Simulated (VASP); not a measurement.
## ZnS: single point with PBE

Crystal: ZnS.

```
CELL_PARAMETERS angstrom
-0.12137 -2.76053 -2.74813
-0.01528 2.66364 -2.65123
5.50586 0.10609 0.13665
ATOMIC_POSITIONS crystal
Zn 0.49735 0.50027 0.50014
Zn 0.00501 0.99650 0.99981
S 0.99836 0.50343 0.25029
S 0.49928 0.99980 0.74975
```

```
Program             : VASP 6.6.1
Task                : single point
Functional          : PBE
Potentials or basis : VASP PAW PBE potentials, release 64 (Zn, S)
Cutoff              : 520 eV
k mesh              : 6 × 6 × 4
Occupations         : gaussian, width 0.05 eV
Spin                : no spin polarisation
```

The pressure is 0.6 GPa and the largest force is 0.296 eV/Å. The band gap on the k mesh is 1.86 eV.

Forces on the atoms (eV/Å):
```
Zn  -0.123 -0.220 -0.143
Zn  -0.132 -0.032 -0.178
S    0.087  0.089  0.269
S    0.169  0.163  0.052
```

Stress tensor (GPa, compression positive):
```
 0.18 -2.34 -2.72
-2.34  0.78 -2.11
-2.72 -2.11  0.98
```

Levels at points of the mesh, in eV from the valence-band top:
```csv
k point,band 15,band 16,band 17,band 18,band 19,band 20,band 21,band 22
"(0.00, 0.00, 0.00)",-2.03,-0.30,-0.05,0.00,1.86,3.33,4.14,5.84
"(0.50, 0.00, 0.00)",-2.60,-2.59,-0.87,-0.83,4.84,4.85,6.43,6.45
"(0.00, 0.50, 0.00)",-2.59,-2.55,-1.03,-0.99,4.50,4.52,6.49,6.53
"(0.50, 0.50, 0.00)",-2.49,-2.45,-2.12,-2.03,3.17,3.22,3.97,4.09
"(0.00, 0.00, 0.50)",-1.40,-1.38,-1.14,-1.12,4.18,4.18,4.64,4.65
"(0.50, 0.00, 0.50)",-1.14,-0.95,-0.76,-0.67,2.96,3.54,6.44,7.02
"(0.00, 0.50, 0.50)",-1.08,-1.04,-0.98,-0.94,3.00,3.09,6.49,6.55
"(0.50, 0.50, 0.50)",-2.81,-2.78,-2.72,-2.68,5.27,5.34,5.87,5.92
```

Run time: 3 min on 1 thread of AMD EPYC 7R43 64-Core Processor (Zen 3), with other jobs on the host, peak memory 0.22 GiB.
